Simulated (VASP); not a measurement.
# Au (Fm-3m) in VASP: notebook

The runs below take Au through single point, relaxation of volume and atoms at fixed shape, with r2SCAN.

All numbers are computed with VASP 6.6.1; they aren't measurements. Logs are shortened: lines on timing, memory, paths and dates and some standing lists are left out, and cuts for length are marked.

**1. The cell of the first run**

Symmetry: Fm-3m, No. 225, cubic system. Conventional cell: a = 4.136 Å, b = 4.136 Å, c = 4.136 Å, α = 90.00°, β = 90.00°, γ = 90.00°. Au (site symmetry m-3m) has 12 Au at 2.92 Å within 3.9 Å.

**2. Single point, r2SCAN**

The input, POSCAR:

```
Au
1.0
    4.1358663692      0.0000000000      0.0000000000
    0.0000000000      4.1358663692      0.0000000000
    0.0000000000      0.0000000000      4.1358663692
Au
4
Direct
    0.0000000000      0.0000000000      0.0000000000
    0.0000000000      0.5000000000      0.5000000000
    0.5000000000      0.0000000000      0.5000000000
    0.5000000000      0.5000000000      0.0000000000
```

The input, INCAR.step1:

```
SYSTEM = Au
PREC = Accurate
ENCUT = 520
ISMEAR = 0
SIGMA = 0.05
LREAL = .FALSE.
LASPH = .TRUE.
NELM = 80
NBANDS = 30
GGA = PE
ALGO = Normal
EDIFF = 1E-4
LWAVE = .TRUE.
LCHARG = .FALSE.
```

The input, INCAR.step2:

```
SYSTEM = Au
PREC = Accurate
ENCUT = 520
EDIFF = 1E-6
ISMEAR = 0
SIGMA = 0.05
LREAL = .FALSE.
LASPH = .TRUE.
NELM = 80
ALGO = Normal
ISIF = 2
LWAVE = .FALSE.
LCHARG = .TRUE.
METAGGA = R2SCAN
LMIXTAU = .TRUE.
LELF = .TRUE.
LVHAR = .TRUE.
NBANDS = 30
ISTART = 1
```

The input, KPOINTS:

```
Automatic mesh
0
G
  5 5 5
  0 0 0
```

Potentials or basis: VASP PAW PBE potentials, release 64 (Au).

On the command line:

```sh
$ cat potpaw_PBE.64/Au/POTCAR > POTCAR
$ cp INCAR.step1 INCAR
$ mpirun -np 1 vasp_std > vasp.out
$ cp INCAR.step2 INCAR
$ mpirun -np 1 vasp_std > vasp.out
```

OUTCAR:

```text
SYSTEM = Au
   PREC = Accurate
   ENCUT = 520
   EDIFF = 1E-6
   ISMEAR = 0
   LREAL = .FALSE.
   LASPH = .TRUE.
   NELM = 80
   ISIF = 2
   METAGGA = R2SCAN
   ISTART = 1

 ion  position               nearest neighbor table
   1  0.000  0.000  0.000-   2 2.92   3 2.92   4 2.92   2 2.92   3 2.92   2 2.92   4 2.92   2 2.92
                             3 2.92   4 2.92   3 2.92   4 2.92
   2  0.000  0.500  0.500-   1 2.92   3 2.92   4 2.92   1 2.92   4 2.92   1 2.92   3 2.92   1 2.92
                             3 2.92   4 2.92   4 2.92   3 2.92
   3  0.500  0.000  0.500-   1 2.92   2 2.92   4 2.92   1 2.92   4 2.92   2 2.92   4 2.92   4 2.92
                             1 2.92   2 2.92   1 2.92   2 2.92
   4  0.500  0.500  0.000-   1 2.92   2 2.92   3 2.92   2 2.92   3 2.92   1 2.92   3 2.92   3 2.92
                             1 2.92   2 2.92   2 2.92   1 2.92

  LATTYP: Found a simple cubic cell.
 ALAT       =     4.1358663692

  Lattice vectors:

 A1 = (   4.1358663692,   0.0000000000,   0.0000000000)
 A2 = (   0.0000000000,   4.1358663692,   0.0000000000)
 A3 = (   0.0000000000,   0.0000000000,   4.1358663692)

Analysis of symmetry for initial positions (statically):
=====================================================================
 Subroutine PRICEL returns following result:

  LATTYP: Found a face centered cubic cell.
 ALAT       =     4.1358663692

  Lattice vectors:

 A1 = (   2.0679331846,  -2.0679331846,   0.0000000000)
 A2 = (   2.0679331846,   0.0000000000,   2.0679331846)
 A3 = (   0.0000000000,  -2.0679331846,   2.0679331846)

   4 primitive cells build up your supercell.

 Routine SETGRP: Setting up the symmetry group for a
 simple cubic supercell.

 Subroutine GETGRP returns: Found 48 space group operations
 (whereof 48 operations were pure point group operations)
 out of a pool of 48 trial point group operations.

The static configuration has the point symmetry O_h .

Analysis of symmetry for dynamics (positions and initial velocities):
=====================================================================
 Subroutine PRICEL returns following result:

  LATTYP: Found a face centered cubic cell.
 ALAT       =     4.1358663692

  Lattice vectors:

 A1 = (   2.0679331846,  -2.0679331846,   0.0000000000)
 A2 = (   2.0679331846,   0.0000000000,   2.0679331846)
 A3 = (   0.0000000000,  -2.0679331846,   2.0679331846)

   4 primitive cells build up your supercell.

 Routine SETGRP: Setting up the symmetry group for a
 simple cubic supercell.

 Subroutine GETGRP returns: Found 48 space group operations
 (whereof 48 operations were pure point group operations)
 out of a pool of 48 trial point group operations.

The dynamic configuration has the point symmetry O_h .

 Subroutine INISYM returns: Found 48 space group operations
 (whereof 48 operations are pure point group operations),
 and found     4 'primitive' translations

----------------------------------------------------------------------------------------

                                     Primitive cell

  volume of cell :      17.6864

  direct lattice vectors                    reciprocal lattice vectors
     2.067933185 -2.067933185  0.000000000     0.241787309 -0.241787309 -0.241787309
     2.067933185  0.000000000  2.067933185     0.241787309  0.241787309  0.241787309
     0.000000000 -2.067933185  2.067933185    -0.241787309 -0.241787309  0.241787309

  length of vectors
     2.924499156  2.924499156  2.924499156     0.418787904  0.418787904  0.418787904

  position of ions in fractional coordinates (direct lattice)
     0.000000000  0.000000000  0.000000000

  ion indices of the primitive-cell ions
   primitive index   ion index
                 1           1

----------------------------------------------------------------------------------------

 KPOINTS: Automatic mesh

Automatic generation of k-mesh.
 Grid dimensions read from file:
 generate k-points for:    5    5    5

 Generating k-lattice:

  Cartesian coordinates                     Fractional coordinates (reciprocal lattice)
     0.048357462  0.000000000  0.000000000     0.200000000  0.000000000  0.000000000
     0.000000000  0.048357462  0.000000000     0.000000000  0.200000000  0.000000000
     0.000000000  0.000000000  0.048357462     0.000000000  0.000000000  0.200000000

  Length of vectors
     0.048357462  0.048357462  0.048357462

  Shift w.r.t. Gamma in fractional coordinates (k-lattice)
     0.000000000  0.000000000  0.000000000

 Subroutine IBZKPT returns following result:
 ===========================================

 Found     10 irreducible k-points:

 Following reciprocal coordinates:
            Coordinates               Weight
  0.000000  0.000000  0.000000      1.000000
  0.200000  0.000000  0.000000      6.000000
  0.400000  0.000000  0.000000      6.000000
  0.200000  0.200000  0.000000     12.000000
  0.400000  0.200000  0.000000     24.000000
  0.400000  0.400000  0.000000     12.000000
  0.200000  0.200000  0.200000      8.000000
  0.400000  0.200000  0.200000     24.000000
  0.400000  0.400000  0.200000     24.000000
  0.400000  0.400000  0.400000      8.000000
   k-points           NKPTS =     10   k-points in BZ     NKDIM =     10   number of bands    NBANDS=     30
   number of dos      NEDOS =    301   number of ions     NIONS =      4
   total plane-waves  NPLWV =  32768
   dimension x,y,z NGX =    32 NGY =   32 NGZ =   32
   dimension x,y,z NGXF=    64 NGYF=   64 NGZF=   64
   ions per type =               4
   NGX,Y,Z   is equivalent  to a cutoff of  12.86, 12.86, 12.86 a.u.
   NGXF,Y,Z  is equivalent  to a cutoff of  25.73, 25.73, 25.73 a.u.
 SYSTEM =  Au
   PREC   = accura    normal or accurate (medium, high low for compatibility)
   ISTART =      1    job   : 0-new  1-cont  2-samecut
   ICHARG =      0    charge: 1-file 2-atom 10-const
   ISPIN  =      1    spin polarized calculation?
   LNONCOLLINEAR =      F non collinear calculations
   LSORBIT =      F    spin-orbit coupling
   LASPH  =      T    aspherical Exc in radial PAW
   ENCUT  =  520.0 eV  38.22 Ry    6.18 a.u.   7.69  7.69  7.69*2*pi/ulx,y,z
   NELM   =     80;   NELMIN=  2; NELMDL=  0     # of ELM steps
   EDIFF  = 0.1E-05   stopping-criterion for ELM
   LREAL  =      F    real-space projection
   EDIFFG = 0.1E-04   stopping-criterion for IOM
   NSW    =      0    number of steps for IOM
   IBRION =     -1    ionic relax: 0-MD 1-quasi-New 2-CG
   NFREE  =      0    steps in history (QN), initial steepest desc. (CG)
   ISIF   =      2    stress and relaxation
   ISYM   =      2    0-nonsym 1-usesym 2-fastsym
   POTIM  = 0.5000    time-step for ionic-motion
   TEBEG  =    0.0;   TEEND  =   0.0 temperature during run
   PSTRESS=    0.0 pullay stress
   NELECT =      44.0000    total number of electrons
   NUPDOWN=      -1.0000    fix difference up-down
   EMIN   =  10.00;   EMAX   =-10.00  energy-range for DOS
   EFERMI =   0.00;   METHOD = LEGACY
   ISMEAR =     0;   SIGMA  =   0.05  broadening in eV -4-tet -1-fermi 0-gaus
   EFERMI_NEDOS =   21; number of points for ismear=-14 and -15
   IALGO  =     38    algorithm
   IMIX   =      4    mixing-type and parameters
     AMIX     =   0.40;   BMIX     =  1.00
     AMIX_MAG =   1.60;   BMIX_MAG =  1.00
  volume/ion in A,a.u.               =      17.69       119.35
  Fermi-wavevector in a.u.,A,eV,Ry     =   1.397417  2.640734 26.569091  1.952773
  Thomas-Fermi vector in A             =   2.520675
   LORBIT       =      0    0 simple, 1 ext, 2 COOP (PROOUT), +10 PAW based schemes
   METAGGA = R2SCAN    functional components
   LHFCALC =     F    Hartree Fock is set to
   AEXX    =    0.0000 exact exchange contribution
   IVDW    =     0    specifies the selected vdW correction
   LEPSILON=     F    determine dielectric tensor
   LRPA    =     F    only Hartree local field effects (RPA)
 non-spin polarized calculation
 Gauss-broadening in eV      SIGMA  =   0.05
  energy-cutoff  :      520.00
  volume of cell :       70.75
 maximum number of plane-waves:      1935
 NGX is ok and might be reduce to    32
   NGX = 15   NGY = 15   NGZ = 15

 number of electron      43.9999984 magnetization

 Free energy of the ion-electron system (eV)
  ---------------------------------------------------
  ext. energy  EPLUGINS =         0.00000000
  ---------------------------------------------------
  free energy    TOTEN  =      -202.25662270 eV

  energy without entropy =     -202.25040864  energy(sigma->0) =     -202.25351567

 E-fermi :   8.5850     XC(G=0): -13.3540

 val. band max:        8.5476683664   @ k =   0.4000   0.4000   0.2000
 cond. band min:       8.9306429800   @ k =   0.4000   0.4000   0.4000
 fundamental gap:      0.3829746135
 Fermi energy:         8.5849521132

 k-point     1 :       0.0000    0.0000    0.0000
  band No.  band energies     occupation
      1      -0.9582      2.00000
      2       1.7465      2.00000
      3       1.7465      2.00000
      4       1.7465      2.00000
      5       2.0087      2.00000
      6       2.0087      2.00000
[... 22 lines left out ...]
     29      19.1338      0.00000
     30      19.1338      0.00000

 k-point     2 :       0.2000    0.0000    0.0000
  band No.  band energies     occupation
      1      -0.4955      2.00000
      2       1.8894      2.00000
      3       2.0391      2.00000
      4       2.0391      2.00000
      5       2.1719      2.00000
      6       2.2637      2.00000
[... 22 lines left out ...]
     29      18.3802      0.00000
     30      18.7944      0.00000

 k-point     3 :       0.4000    0.0000    0.0000
  band No.  band energies     occupation
      1       0.7561      2.00000
      2       1.9076      2.00000
      3       2.6208      2.00000
      4       2.6727      2.00000
      5       2.6727      2.00000
      6       3.0203      2.00000
[... 22 lines left out ...]
     29      18.4476      0.00000
     30      18.4476      0.00000

 k-point     4 :       0.2000    0.2000    0.0000
  band No.  band energies     occupation
      1      -0.0633      2.00000
      2       2.1541      2.00000
      3       2.1994      2.00000
      4       2.1994      2.00000
      5       2.4080      2.00000
      6       2.4080      2.00000
[... 22 lines left out ...]
     29      19.2373      0.00000
     30      19.2373      0.00000

 k-point     5 :       0.4000    0.2000    0.0000
  band No.  band energies     occupation
      1       1.1033      2.00000
      2       2.2388      2.00000
      3       2.6721      2.00000
      4       2.8010      2.00000
      5       2.9004      2.00000
      6       3.0999      2.00000
[... 22 lines left out ...]
     29      19.8289      0.00000
     30      20.3184      0.00000

 k-point     6 :       0.4000    0.4000    0.0000
  band No.  band energies     occupation
      1       1.9742      2.00000
      2       2.7817      2.00000
      3       2.9034      2.00000
      4       2.9034      2.00000
      5       3.2867      2.00000
      6       3.2867      2.00000
[... 22 lines left out ...]
     29      19.1813      0.00000
     30      19.1813      0.00000

 k-point     7 :       0.2000    0.2000    0.2000
  band No.  band energies     occupation
      1       0.3055      2.00000
      2       2.2426      2.00000
      3       2.2426      2.00000
      4       2.2426      2.00000
      5       2.8054      2.00000
      6       2.8054      2.00000
[... 22 lines left out ...]
     29      19.2588      0.00000
     30      19.2588      0.00000

 k-point     8 :       0.4000    0.2000    0.2000
  band No.  band energies     occupation
      1       1.2609      2.00000
      2       2.1526      2.00000
      3       2.6229      2.00000
      4       2.6229      2.00000
      5       3.2802      2.00000
      6       3.2802      2.00000
[... 22 lines left out ...]
     29      19.5667      0.00000
     30      19.6743      0.00000

 k-point     9 :       0.4000    0.4000    0.2000
  band No.  band energies     occupation
      1       1.6616      2.00000
      2       2.1889      2.00000
      3       2.1889      2.00000
      4       2.3383      2.00000
      5       3.5366      2.00000
      6       3.6609      2.00000
[... 22 lines left out ...]
     29      20.7191      0.00000
     30      22.3139      0.00000

 k-point    10 :       0.4000    0.4000    0.4000
  band No.  band energies     occupation
      1       1.4795      2.00000
      2       1.7298      2.00000
      3       1.7298      2.00000
      4       1.7298      2.00000
      5       3.8082      2.00000
      6       3.8082      2.00000
[... 22 lines left out ...]
     29      23.7005      0.00000
     30      23.7005      0.00000

------------------------ aborting loop because EDIFF is reached ----------------------------------------

  FORCE on cell =-STRESS in cart. coord.  units (eV):
  Direction    XX          YY          ZZ          XY          YZ          ZX
  --------------------------------------------------------------------------------------
  -------------------------------------------------------------------------------------
  Total        0.1194512      0.1194512      0.1194512      0.0000000      0.0000000      0.0000000
  in kB        2.7052139      2.7052139      2.7052139      0.0000000      0.0000000      0.0000000
  external PRESSURE =       2.7052139 kB  Pullay stress =       0.0000000 kB

 VOLUME and BASIS-vectors are now :
 -----------------------------------------------------------------------------
  energy-cutoff  :      520.00
  volume of cell :       70.75
      direct lattice vectors                 reciprocal lattice vectors
     4.135866369  0.000000000  0.000000000     0.241787309  0.000000000  0.000000000
     0.000000000  4.135866369  0.000000000     0.000000000  0.241787309  0.000000000
     0.000000000  0.000000000  4.135866369     0.000000000  0.000000000  0.241787309

 POSITION                                       TOTAL-FORCE (eV/Angst)
 -----------------------------------------------------------------------------------
      0.00000      0.00000      0.00000        -0.000000     -0.000000      0.000000
      0.00000      2.06793      2.06793         0.000000     -0.000000     -0.000000
      2.06793      0.00000      2.06793         0.000000      0.000000     -0.000000
      2.06793      2.06793      0.00000         0.000000      0.000000     -0.000000
 -----------------------------------------------------------------------------------
    total drift:                                0.000000     -0.000000     -0.000000

  FREE ENERGIE OF THE ION-ELECTRON SYSTEM (eV)
  ---------------------------------------------------
  free  energy   TOTEN  =      -202.2566227012 eV

  energy  without entropy=     -202.2504086415  energy(sigma->0) =     -202.25351567
```

It took 41 s on 1 thread of AMD EPYC 9R45 (Zen 5), shared host; peak memory 0.15 GiB.

What came out:

```
Free energy            : -202.2566 eV
Pressure               : 0.3 GPa
Band gap on the k mesh : zero (bands 22 and 23 overlap by 1.58 eV)
```

Levels at points of the mesh, in eV from the Fermi level:
```
           k point  band 20  band 21  band 22  band 23  band 24  band 25
(0.00, 0.00, 0.00)    -1.66    -1.66     1.44     1.44     1.44     5.84
```

Caveat: the PAW data sets were made with another functional, which shifts forces and pressure a little; spin-orbit coupling is left out, which moves the levels of the heavy elements.

[end of part 1 of 2]
